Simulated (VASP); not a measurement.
## Zr: single point with PBE

Crystal: Zr.

```
CELL_PARAMETERS angstrom
0.00000 2.17718 2.17718
2.17718 0.00000 2.17718
2.17718 2.17718 0.00000
ATOMIC_POSITIONS crystal
Zr 0.00000 0.00000 0.00000
```

This isn't the form of Zr at room conditions, which is hcp.

```yaml
Program: VASP 6.6.1
Task: single point
Functional: PBE
Potentials_or_basis: VASP PAW PBE potentials, release 64 (Zr_sv)
Cutoff: 500 eV
k_mesh: 9 × 9 × 9
Occupations: gaussian, width 0.1 eV
Spin: no spin polarisation
Dipole_correction: no
Further_INCAR_settings: ALGO = Normal; EDIFF = 1e-06; NBANDS = 12
```

```json
{
  "Pressure": "12.4 GPa",
  "Band gap on the k mesh": "zero (bands 6 and 7 overlap by 1.65 eV)"
}
```

Levels at points of the mesh, in eV from the Fermi level:
```
           k point  band 4  band 5  band 6  band 7  band 8  band 9
(0.00, 0.00, 0.00)  -25.90   -5.82    0.91    0.91    0.91    3.73
```

Run time: 9.6 s on 1 thread of Intel(R) Xeon(R) Platinum 8375C CPU @ 2.90GHz (Ice Lake) (shared host), peak memory 0.13 GiB.

Caveat: the cell stands under pressure.
